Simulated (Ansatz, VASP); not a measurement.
Two plane-wave programs on Fe

```xyz
1
Lattice="-1.3808 1.3808 1.3808 1.3808 -1.3808 1.3808 1.3808 1.3808 -1.3808" Properties=species:S:1:pos:R:3 pbc="T T T"
Fe    0.0000    0.0000    0.0000
```

Alike in both runs: task single point; functional PBE; k mesh 4 × 4 × 4; occupations fermi-dirac, width 0.1 eV; no spin polarisation.

|  | VASP | Ansatz |
| --- | --- | --- |
| version | VASP 6.6.1 | Ansatz 0.2.0 |
| potentials or method | VASP PAW PBE potentials, release 64 (Fe), cutoff 600 eV | plane waves (420 eV) with PAW, scalar-relativistic |
| valence electrons in the cell | 8 | 16 |

Ansatz gave:

```
pressure (GPa) : 0.7
```

Q: Which values does VASP return?

A: Pressure (GPa): 0.2.

With one functional, cell and mesh, what is left measures potentials, basis and numerics. VASP's potentials hold 8 valence electrons a cell and Ansatz's 16, so a difference there can come from the potentials and not from the codes.

The k mesh is coarse, so the values compare programs but aren't converged.
